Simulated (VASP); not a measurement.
H17ClO8: single point with PBE

H17ClO8:

```
O H Cl
1.0
     6.62671    0.00000    0.00000
     0.00000    6.62671    0.00000
     0.00000    0.00000    6.62671
O H Cl
8 17 1
Direct
  0.31738 0.41535 0.11728
  0.66680 0.10394 0.49528
  0.39098 0.03096 0.02359
  0.30425 0.22829 0.67168
  0.77652 0.96514 0.87974
  0.54294 0.66762 0.42960
  0.98735 0.33001 0.92520
  0.87021 0.47589 0.56364
  0.43175 0.43390 0.02715
  0.20147 0.44948 0.04517
  0.74601 0.01082 0.40770
  0.73494 0.23232 0.48768
  0.37426 0.19201 0.02257
  0.32266 0.01616 0.89188
  0.28233 0.32325 0.55608
  0.40249 0.14777 0.58738
  0.66424 0.91720 0.95604
  0.71013 0.02473 0.75004
  0.39288 0.71090 0.42037
  0.54784 0.59810 0.30311
  0.91081 0.36923 0.81170
  0.94142 0.19770 0.95495
  0.74689 0.56050 0.57602
  0.96894 0.57502 0.59914
  0.24646 0.93718 0.19432
  0.10891 0.85338 0.34856
```

| Item | Value |
| --- | --- |
| Program | VASP 6.6.1 |
| Task | single point |
| Functional | PBE |
| Potentials or basis | VASP PAW PBE potentials, release 64 (O, H, Cl) |
| Cutoff | 520 eV |
| k mesh | 1 × 1 × 1 |
| Occupations | fermi-dirac, width 0.02 eV |
| Spin | no spin polarisation |

```yaml
Pressure: 0.9 GPa
Largest_force: 3.662 eV/Å
Band_gap_on_the_k_mesh: 4.11 eV
```

Forces on the atoms (eV/Å):
```
O    3.229 -0.504  1.652
O    0.092 -1.101 -0.528
O   -1.138  1.513 -0.196
O    1.087  0.134 -2.481
O    0.258  0.748 -2.222
O   -2.221  0.905  0.340
O    1.018  1.118  1.640
O   -1.164  0.139  0.274
H   -0.034  0.550 -0.198
H   -2.657  0.288 -1.615
H   -0.581  0.515  0.595
H    0.583  0.631 -0.015
H   -0.061 -2.163  1.098
H   -0.019 -0.428  0.240
H   -0.560 -0.171  1.180
H   -0.169  0.032  0.971
H   -0.823 -0.055  0.631
H    1.053 -0.857  1.434
H    1.732 -0.234  0.536
H    0.376 -0.670 -0.723
H   -0.783  0.543 -1.623
H   -0.554 -1.574  0.308
H   -0.134 -0.331 -0.495
H    1.039  0.411 -0.009
H   -0.504 -0.039  0.321
Cl   0.936  0.601 -1.113
```

Stress tensor (GPa, compression positive):
```
1.32 0.40 1.48
0.40 1.33 0.49
1.48 0.49 0.00
```

Levels at points of the mesh, in eV from the valence-band top:
| k point | band 33 | band 34 | band 35 | band 36 | band 37 | band 38 | band 39 | band 40 |
| --- | --- | --- | --- | --- | --- | --- | --- | --- |
| (0.00, 0.00, 0.00) | -0.89 | -0.46 | -0.13 | 0.00 | 4.11 | 6.65 | 7.09 | 7.33 |

Wall time 18 s on 1 thread of Intel(R) Xeon(R) 6975P-C (Granite Rapids) (shared host), peak memory 0.32 GiB.

Caveat: the k points lie up to 0.95 Å⁻¹ apart.
